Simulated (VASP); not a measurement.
Be2C, 3 atoms in the cell. The structure is cubic, space group Fm-3m (No. 225). The conventional cell has a = 4.321 Å, b = 4.321 Å, c = 4.321 Å, α = 90.00°, β = 90.00°, γ = 90.00°. Within 2.5 Å of C (site symmetry m-3m) lie 8 Be at 1.87 Å. Within 2.5 Å of Be (site symmetry -43m) lie 4 C at 1.87 Å and 6 Be at 2.16 Å. 

| Quantity | Value |
| --- | --- |
| Program | VASP 6.6.1 |
| Task | single point |
| Functional | PBE |
| Potentials or basis | VASP PAW PBE potentials, release 64 (C, Be) |
| Cutoff | 600 eV |
| k mesh | 6 × 6 × 6 |
| Occupations | gaussian, width 0.01 eV |
| Spin | no spin polarisation |
| Dipole correction | no |
| Further INCAR settings | ALGO = Normal; EDIFF = 1e-06; NBANDS = 11 |

Potentials or basis: VASP PAW PBE potentials, release 64 (C, Be).

Launch:

```bash
$ cat potpaw_PBE.64/C/POTCAR potpaw_PBE.64/Be/POTCAR > POTCAR
$ mpirun -np 1 vasp_std > vasp.out
```

Hardware: 1 thread of Intel Xeon 8259CL, on a shared host.

Problem. Estimate the wall time of this run.

Solution. Run time: 9.2 s on 1 thread of Intel Xeon 8259CL, on a shared host, peak memory 0.13 GiB. Counts: scf iterations 12, k points 16.
